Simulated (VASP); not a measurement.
# Tc (P6_3/mmc) in VASP: notebook, part 2 of 2

VASP 6.6.1. The steps go on from the part before.

### Step 4. Single point, PBEsol+D3(BJ)

This run uses another cell than the first one, of 14.30 Å³/atom, 1.039 times its volume.

INCAR reads:

```
  PREC = Accurate
  ENCUT = 520
  EDIFF = 1E-6
  ISMEAR = -1
  SIGMA = 0.05
  LREAL = F
  LASPH = T
  NELM = 60
  ALGO = Fast
  ISIF = 2
  LWAVE = F
  LCHARG = T
  GGA = PS
  IVDW = 12
  LELF = T
  LVHAR = T
  NBANDS = 20
```

KPOINTS reads:

```
regular mesh
0
Gamma
  11 11 6
```

POSCAR reads:

```
Tc
1.0
    2.7400000000      0.0000000000      0.0000000000
   -1.3700000000      2.3729096064      0.0000000000
    0.0000000000      0.0000000000      4.3980000000
Tc
2
Direct
    0.6666666667      0.3333333333      0.7500000000
    0.3333333333      0.6666666667      0.2500000000
```

Potentials or basis: VASP PAW PBE potentials, release 64 (Tc_pv).

Started as:

```bash
> cat potpaw_PBE.64/Tc_pv/POTCAR > POTCAR
> mpirun -np 1 vasp_std > vasp.out
```

OUTCAR:

```text
PREC = Accurate
   ENCUT = 520
   EDIFF = 1E-6
   ISMEAR = -1
   LREAL = F
   LASPH = T
   NELM = 60
   ISIF = 2
   GGA = PS
   IVDW = 12
 IVDW          = 12

 ion  position               nearest neighbor table
   1  0.667  0.333  0.750-   2 2.71   2 2.71   2 2.71   2 2.71   2 2.71   2 2.71
   2  0.333  0.667  0.250-   1 2.71   1 2.71   1 2.71   1 2.71   1 2.71   1 2.71

  LATTYP: Found a hexagonal cell.
 ALAT       =     2.7400000000
 C/A-ratio  =     1.6051094891

  Lattice vectors:

[... 742 lines left out ...]

 Edisp (eV)   -1.23467

 E8    (eV) :    -0.8507

  FORCE on cell =-STRESS in cart. coord.  units (eV):
  Direction    XX          YY          ZZ          XY          YZ          ZX
  --------------------------------------------------------------------------------------
  -------------------------------------------------------------------------------------
  Total      -2.52504    -2.52504    -2.54208     0.00000     0.00000    -0.00000
  in kB    -141.47873  -141.47873  -142.43391     0.00000     0.00000    -0.00000
  external pressure =     -141.80 kB  Pullay stress =        0.00 kB

 VOLUME and BASIS-vectors are now :
 -----------------------------------------------------------------------------
  energy-cutoff  :      520.00
  volume of cell :       28.59
      direct lattice vectors                 reciprocal lattice vectors
     2.740000000  0.000000000  0.000000000     0.364963504  0.210711777  0.000000000
    -1.370000000  2.372909606  0.000000000     0.000000000  0.421423554  0.000000000
     0.000000000  0.000000000  4.398000000     0.000000000  0.000000000  0.227376080

 POSITION                                       TOTAL-FORCE (eV/Angst)
 -----------------------------------------------------------------------------------
      1.37000      0.79097      3.29850         0.000000     -0.000000      0.000000
     -0.00000      1.58194      1.09950        -0.000000      0.000000      0.000000
 -----------------------------------------------------------------------------------
    total drift:                               -0.000000      0.000000     -0.000000

  FREE ENERGIE OF THE ION-ELECTRON SYSTEM (eV)
  ---------------------------------------------------
  free  energy   TOTEN  =       -23.7621195530 eV

  energy  without entropy=      -23.7453608340  energy(sigma->0) =      -23.75374019
```

OSZICAR:

```text
N       E                     dE             d eps       ncg     rms          rms(c)
DAV:   1     0.312864092943E+03    0.31286E+03   -0.16345E+04  2576   0.136E+03
DAV:   2    -0.163310750475E+02   -0.32920E+03   -0.32192E+03  2688   0.412E+02
DAV:   3    -0.241713508304E+02   -0.78403E+01   -0.77802E+01  2944   0.745E+01
DAV:   4    -0.242203436615E+02   -0.48993E-01   -0.48988E-01  2792   0.640E+00
DAV:   5    -0.242207995852E+02   -0.45592E-03   -0.45592E-03  2928   0.605E-01    0.252E+01
RMM:   6    -0.227050022477E+02    0.15158E+01   -0.26733E+00  2610   0.132E+01    0.802E+00
RMM:   7    -0.225369690742E+02    0.16803E+00   -0.71744E-01  2721   0.656E+00    0.708E-01
RMM:   8    -0.225280839975E+02    0.88851E-02   -0.48752E-02  2772   0.204E+00    0.615E-01
RMM:   9    -0.225273760732E+02    0.70792E-03   -0.57646E-03  2887   0.751E-01    0.562E-02
RMM:  10    -0.225274726565E+02   -0.96583E-04   -0.98491E-04  2976   0.320E-01    0.439E-02
RMM:  11    -0.225274468524E+02    0.25804E-04   -0.93898E-05  2876   0.103E-01    0.506E-03
RMM:  12    -0.225274495089E+02   -0.26565E-05   -0.18496E-05  2889   0.455E-02    0.117E-02
RMM:  13    -0.225274491422E+02    0.36667E-06   -0.43613E-06  2305   0.217E-02
   1 F= -.23762120E+02 E0= -.23753740E+02  d E =-.167587E-01
```

Wall time 43 s (1 thread of Intel Xeon 8259CL, shared host); peak memory 0.16 GiB.

Results:

* Free energy: -23.7621 eV
* Pressure: -14.2 GPa
* Band gap on the k mesh: zero (band 13 reaches 13.96 eV, above the bottom of band 14 at 10.84 eV)
* Dispersion energy per atom: -0.617 eV

Caveat: three body term missing; the PAW data sets were made with another functional, which shifts forces and pressure a little; pairwise dispersion overbinds metals, which lowers pressure and volume.

### Step 5. Relaxation of cell and atoms, PBEsol, target pressure 2 GPa, at which the enthalpy is minimised

This run uses another cell than the first one, of 14.30 Å³/atom, 1.039 times its volume.

INCAR reads:

```
SYSTEM = Tc
PREC     = Accurate       ! precision mode
ENCUT    = 600            ! plane-wave cutoff, eV
EDIFF    = 1E-7           ! SCF threshold, eV
ISMEAR   = -1             ! smearing method
SIGMA    = 0.05           ! smearing width, eV
LREAL    = .FALSE.        ! projectors in reciprocal space
LASPH    = .TRUE.         ! aspherical terms in the spheres
NELM     = 100            ! most SCF steps
ALGO     = Normal         ! electronic algorithm
ISIF     = 3              ! what is computed and relaxed
LWAVE    = .FALSE.        ! write WAVECAR
LCHARG   = .FALSE.        ! write CHGCAR
GGA      = PS             ! functional
IBRION   = 2              ! ionic algorithm
NSW      = 60             ! ionic steps
EDIFFG   = -0.01          ! ionic threshold
PSTRESS  = 20.0
```

KPOINTS reads:

```
Automatic mesh
0
G
  11 11 6
  0 0 0
```

POSCAR is that of step 4.

Potentials or basis: VASP PAW PBE potentials, release 64 (Tc_pv).

Started as:

```bash
> cat potpaw_PBE.64/Tc_pv/POTCAR > POTCAR
> mpirun -np 1 vasp_std > vasp.out
```

OUTCAR:

```text
SYSTEM = Tc
   PREC = Accurate
   ENCUT = 600
   EDIFF = 1E-7
   ISMEAR = -1
   LREAL = .FALSE.
   LASPH = .TRUE.
   NELM = 100
   ISIF = 3
   GGA = PS
   IBRION = 2
   NSW = 60
   EDIFFG = -0.01
   PSTRESS = 20.0

 ion  position               nearest neighbor table
   1  0.667  0.333  0.750-   2 2.71   2 2.71   2 2.71   2 2.71   2 2.71   2 2.71
   2  0.333  0.667  0.250-   1 2.71   1 2.71   1 2.71   1 2.71   1 2.71   1 2.71

  LATTYP: Found a hexagonal cell.
 ALAT       =     2.7400000000
 C/A-ratio  =     1.6051094891

  Lattice vectors:

 A1 = (   2.7400000000,   0.0000000000,   0.0000000000)
 A2 = (  -1.3700000000,   2.3729096064,   0.0000000000)
 A3 = (   0.0000000000,   0.0000000000,   4.3980000000)

Analysis of symmetry for initial positions (statically):
=====================================================================
 Subroutine PRICEL returns:
 Original cell was already a primitive cell.

 Routine SETGRP: Setting up the symmetry group for a
 hexagonal supercell.

 Subroutine GETGRP returns: Found 24 space group operations
 (whereof 12 operations were pure point group operations)
 out of a pool of 24 trial point group operations.

The static configuration has the point symmetry D_3d.
 The point group associated with its full space group is D_6h.

Analysis of symmetry for dynamics (positions and initial velocities):
=====================================================================
 Subroutine PRICEL returns:
 Original cell was already a primitive cell.

 Routine SETGRP: Setting up the symmetry group for a
 hexagonal supercell.

 Subroutine GETGRP returns: Found 24 space group operations
 (whereof 12 operations were pure point group operations)
 out of a pool of 24 trial point group operations.

The dynamic configuration has the point symmetry D_3d.
 The point group associated with its full space group is D_6h.

 Subroutine INISYM returns: Found 24 space group operations
 (whereof 12 operations are pure point group operations),
 and found     1 'primitive' translations

----------------------------------------------------------------------------------------

                                     Primitive cell

  volume of cell :      28.5948

  direct lattice vectors                    reciprocal lattice vectors
     2.740000000  0.000000000  0.000000000     0.364963504  0.210711777  0.000000000
    -1.370000000  2.372909606  0.000000000     0.000000000  0.421423554  0.000000000
     0.000000000  0.000000000  4.398000000     0.000000000  0.000000000  0.227376080

  length of vectors
     2.740000000  2.740000000  4.398000000     0.421423554  0.421423554  0.227376080

  position of ions in fractional coordinates (direct lattice)
     0.666666667  0.333333333  0.750000000
     0.333333333  0.666666667  0.250000000

  ion indices of the primitive-cell ions
   primitive index   ion index
                 1           1
                 2           2

----------------------------------------------------------------------------------------

 KPOINTS: Automatic mesh

Automatic generation of k-mesh.
 Grid dimensions read from file:
 generate k-points for:   11   11    6

 Generating k-lattice:

  Cartesian coordinates                     Fractional coordinates (reciprocal lattice)
     0.033178500  0.019155616  0.000000000     0.090909091  0.000000000  0.000000000
     0.000000000  0.038311232  0.000000000     0.000000000  0.090909091  0.000000000
     0.000000000  0.000000000  0.037896013     0.000000000  0.000000000  0.166666667

  Length of vectors
     0.038311232  0.038311232  0.037896013

  Shift w.r.t. Gamma in fractional coordinates (k-lattice)
     0.000000000  0.000000000  0.000000000

 Subroutine IBZKPT returns following result:
 ===========================================

 Found     64 irreducible k-points:

 Following reciprocal coordinates:
            Coordinates               Weight
  0.000000  0.000000  0.000000      1.000000
  0.090909 -0.000000  0.000000      6.000000
  0.181818  0.000000  0.000000      6.000000
  0.272727  0.000000  0.000000      6.000000
  0.363636  0.000000  0.000000      6.000000
  0.454545  0.000000  0.000000      6.000000
[... 16 lines left out ...]
  0.090909  0.090909  0.166667     12.000000
  0.181818  0.090909  0.166667     24.000000
 [... further k-points ...]
   k-points           NKPTS =     64   k-points in BZ     NKDIM =     64   number of bands    NBANDS=     17
   number of dos      NEDOS =    301   number of ions     NIONS =      2
   total plane-waves  NPLWV =  20736
   dimension x,y,z NGX =    24 NGY =   24 NGZ =   36
   dimension x,y,z NGXF=    48 NGYF=   48 NGZF=   72
   ions per type =               2
   NGX,Y,Z   is equivalent  to a cutoff of  14.56, 14.56, 13.61 a.u.
   NGXF,Y,Z  is equivalent  to a cutoff of  29.12, 29.12, 27.22 a.u.
 SYSTEM =  Tc
   PREC   = accura    normal or accurate (medium, high low for compatibility)
   ISTART =      0    job   : 0-new  1-cont  2-samecut
   ICHARG =      2    charge: 1-file 2-atom 10-const
   ISPIN  =      1    spin polarized calculation?
   LNONCOLLINEAR =      F non collinear calculations
   LSORBIT =      F    spin-orbit coupling
   LASPH  =      T    aspherical Exc in radial PAW
   ENCUT  =  600.0 eV  44.10 Ry    6.64 a.u.   5.47  5.47  8.78*2*pi/ulx,y,z
   NELM   =    100;   NELMIN=  2; NELMDL= -5     # of ELM steps
   EDIFF  = 0.1E-06   stopping-criterion for ELM
   LREAL  =      F    real-space projection
   EDIFFG = -.1E-01   stopping-criterion for IOM
   NSW    =     60    number of steps for IOM
   IBRION =      2    ionic relax: 0-MD 1-quasi-New 2-CG
   NFREE  =      1    steps in history (QN), initial steepest desc. (CG)
   ISIF   =      3    stress and relaxation
   ISYM   =      2    0-nonsym 1-usesym 2-fastsym
   POTIM  = 0.5000    time-step for ionic-motion
   TEBEG  =    0.0;   TEEND  =   0.0 temperature during run
   PSTRESS=   20.0 pullay stress
   NELECT =      26.0000    total number of electrons
   NUPDOWN=      -1.0000    fix difference up-down
   EMIN   =  10.00;   EMAX   =-10.00  energy-range for DOS
   EFERMI =   0.00;   METHOD = LEGACY
   ISMEAR =    -1;   SIGMA  =   0.05  broadening in eV -4-tet -1-fermi 0-gaus
   EFERMI_NEDOS =   21; number of points for ismear=-14 and -15
   IALGO  =     38    algorithm
   IMIX   =      4    mixing-type and parameters
     AMIX     =   0.40;   BMIX     =  1.00
     AMIX_MAG =   1.60;   BMIX_MAG =  1.00
  volume/ion in A,a.u.               =      14.30        96.48
  Fermi-wavevector in a.u.,A,eV,Ry     =   1.586002  2.997108 34.224109  2.515401
  Thomas-Fermi vector in A             =   2.685380
   LORBIT       =      0    0 simple, 1 ext, 2 COOP (PROOUT), +10 PAW based schemes
   GGA     = PS    functional components
   LHFCALC =     F    Hartree Fock is set to
   AEXX    =    0.0000 exact exchange contribution
   IVDW    =     0    specifies the selected vdW correction
   LEPSILON=     F    determine dielectric tensor
   LRPA    =     F    only Hartree local field effects (RPA)
 conjugate gradient relaxation of ions
 non-spin polarized calculation
  energy-cutoff  :      600.00
  volume of cell :       28.59
 maximum number of plane-waves:       977
 NGX is ok and might be reduce to    24
   NGX = 11   NGY = 11   NGZ = 17

--------------------------------------- Ionic step        1  -------------------------------------------

 number of electron      26.0000001 magnetization

 Free energy of the ion-electron system (eV)
  ---------------------------------------------------
  ext. energy  EPLUGINS =         0.00000000
  ---------------------------------------------------
  free energy    TOTEN  =       -22.52843903 eV

  energy without entropy =      -22.51167593  energy(sigma->0) =      -22.52005748

------------------------ aborting loop because EDIFF is reached ----------------------------------------

  FORCE on cell =-STRESS in cart. coord.  units (eV):
  Direction    XX          YY          ZZ          XY          YZ          ZX
  --------------------------------------------------------------------------------------
  -------------------------------------------------------------------------------------
  Total       -1.2596912     -1.2596912     -1.2797115     -0.0000000     -0.0000000      0.0000000
  in kB      -70.5809832    -70.5809832    -71.7027276     -0.0000000     -0.0000000      0.0000000
  external PRESSURE =     -90.9548980 kB  Pullay stress =      20.0000000 kB
[... 101 lines left out ...]
--------------------------------------- Ionic step        4  -------------------------------------------

 number of electron      26.0000002 magnetization

 Free energy of the ion-electron system (eV)
  ---------------------------------------------------
  ext. energy  EPLUGINS =         0.00000000
  ---------------------------------------------------
  free energy    TOTEN  =       -22.54199110 eV

  energy without entropy =      -22.52558332  energy(sigma->0) =      -22.53378721

 E-fermi :  13.0079     XC(G=0): -14.1160

 val. band max:       12.9951346388   @ k =   0.0909   0.0909   0.0000
 cond. band min:      13.0104142853   @ k =   0.3636   0.2727   0.5000
 fundamental gap:      0.0152796465
 Fermi energy:        13.0079031887

 k-point     1 :       0.0000    0.0000    0.0000
  band No.  band energies     occupation
      1     -26.4500      2.00000
      2     -25.2287      2.00000
      3     -25.2287      2.00000
      4     -25.0247      2.00000
      5     -25.0247      2.00000
      6     -24.9788      2.00000
[... 457 lines left out ...]
      4     -25.3601      2.00000
      5     -25.1519      2.00000
      6     -25.1057      2.00000
[... 9 lines left out ...]
     16      14.0550      0.00000
     17      16.0301      0.00000

 [... further k-points ...]
[... 5 lines left out ...]
  --------------------------------------------------------------------------------------
  -------------------------------------------------------------------------------------
  Total        0.3422864      0.3422864      0.3354935      0.0000000      0.0000000     -0.0000000
  in kB       19.7354564     19.7354564     19.3437904      0.0000000      0.0000000     -0.0000000
  external PRESSURE =      -0.3950989 kB  Pullay stress =      20.0000000 kB
[... 21 lines left out ...]
  energy  without entropy=      -22.5255833243  energy(sigma->0) =      -22.53378721

  enthalpy is  TOTEN    =       -22.1951165030 eV   P V=        0.3468745939

 reached required accuracy - stopping structural energy minimisation
```

It took 2 min on 1 thread of Intel Xeon 8259CL, shared host; peak memory 0.18 GiB.

What came out:

```
Free energy                                            : -22.5420 eV
Relaxed volume                                         : 13.89 Å³/atom
Relaxed cell                                           : a = 2.714 Å, b = 2.714 Å, c = 4.356 Å, α = 90.00°, β = 90.00°, γ = 120.00°
Space group after relaxing (to 0.05 Å)                 : P6_3/mmc (No. 194)
Energy change on relaxing (the enthalpy is what falls) : -6.8 meV/atom
Ionic steps                                            : 4
Pressure after relaxing                                : 2.0 GPa
Band gap on the k mesh                                 : zero (band 13 reaches 14.51 eV, above the bottom of band 14 at 11.26 eV)
```

Step by step:
| step | energy change (eV) | largest force (eV/Å) | pressure (GPa) | volume (Å³) |
| --- | --- | --- | --- | --- |
| 1 | 0.0000 | 0.0000 | -7.10 | 28.59 |
| 2 | 0.2772 | 0.0000 | 39.45 | 25.37 |
| 3 | -0.0139 | 0.0000 | 1.63 | 27.81 |
| 4 | -0.0136 | 0.0000 | 1.96 | 27.79 |

Final structure:
```xyz
2
Lattice="2.7141 0.0000 0.0000 -1.3570 2.3505 0.0000 0.0000 0.0000 4.3559" Properties=species:S:1:pos:R:3 pbc="T T T"
Tc    1.3570    0.7835    3.2669
Tc    0.0000    1.5670    1.0890
```

Caveat: the cell is relaxed towards a set pressure, so the enthalpy falls and the energy may rise; the PAW data sets were made with another functional, which shifts forces and pressure a little.

### Step 6. Overview

```csv
task,level,cell,cutoff (eV),gap on the mesh (eV),pressure (GPa)
single point,PBEsol+D3(BJ),"a = 2.706, b = 2.706, c = 4.342 Å, angles 90.0, 90.0, 120.0°, 2 atoms",520,none,-2.5
single point,PBEsol+D4,"a = 2.711, b = 2.711, c = 4.350 Å, angles 90.0, 90.0, 120.0°, 2 atoms",520,none,-0.7
single point,PBEsol+D3(BJ),"a = 2.740, b = 2.740, c = 4.398 Å, angles 90.0, 90.0, 120.0°, 2 atoms",520,none,-14.2
relaxation of cell and atoms,PBEsol,"relaxed to 2 GPa from a = 2.740, b = 2.740, c = 4.398 Å, angles 90.0, 90.0, 120.0°, 2 atoms",600,none,2.0
```

Alike in all rows: potentials or basis VASP PAW PBE potentials, release 64 (Tc_pv); no spin polarisation; k mesh 11 × 11 × 6; smearing fermi-dirac 0.05 eV.

Caveats: the PAW data sets were made with another functional, which shifts forces and pressure a little; pairwise dispersion overbinds metals, which lowers pressure and volume (some runs); three body term missing (some runs); the cell is relaxed towards a set pressure, so the enthalpy falls and the energy may rise (some runs).

Absolute energies hang on the potentials; compare differences alone.
